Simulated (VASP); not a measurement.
A run of VASP 6.6.1 is set up as follows.

File INCAR:

```
PREC     = Accurate       # precision mode
ENCUT    = 500            # plane-wave cutoff, eV
EDIFF    = 1E-8           # SCF threshold, eV
ISMEAR   = 0              # smearing method
SIGMA    = 0.01           # smearing width, eV
LREAL    = F              # projectors in reciprocal space
LASPH    = T              # aspherical terms in the spheres
NELM     = 120            # most SCF steps
ALGO     = Normal         # electronic algorithm
ISIF     = 2              # what is computed and relaxed
LWAVE    = F              # write WAVECAR
LCHARG   = T              # write CHGCAR
GGA      = LIBXC          # functional
LIBXC1   = GGA_X_PBE_R  
LIBXC2   = LDA_C_PW     
IBRION   = 8              # ionic algorithm
NSW      = 1              # ionic steps
GGA_COMPAT= F
```

The input KPOINTS:

```
regular mesh
0
Gamma
  6 6 6
```

The input POSCAR:

```
ZnS
1.0
    0.0000000000      2.7020000000      2.7020000000
    2.7020000000      0.0000000000      2.7020000000
    2.7020000000      2.7020000000      0.0000000000
Zn S
1 1
Direct
    0.2500000000      0.2500000000      0.2500000000
    0.0000000000      0.0000000000      0.0000000000
```

Potentials or basis: VASP PAW PBE potentials, release 64 (Zn, S).

Command:

```sh
$ cat potpaw_PBE.64/Zn/POTCAR potpaw_PBE.64/S/POTCAR > POTCAR
$ mpirun -np 1 vasp_std > vasp.out
```

(1) Estimate the highest phonon frequency at Γ, LO-TO splitting left out.

Results:

(1) 279 cm⁻¹.

Caveat: the cell stands under pressure or tension, which shifts response properties.
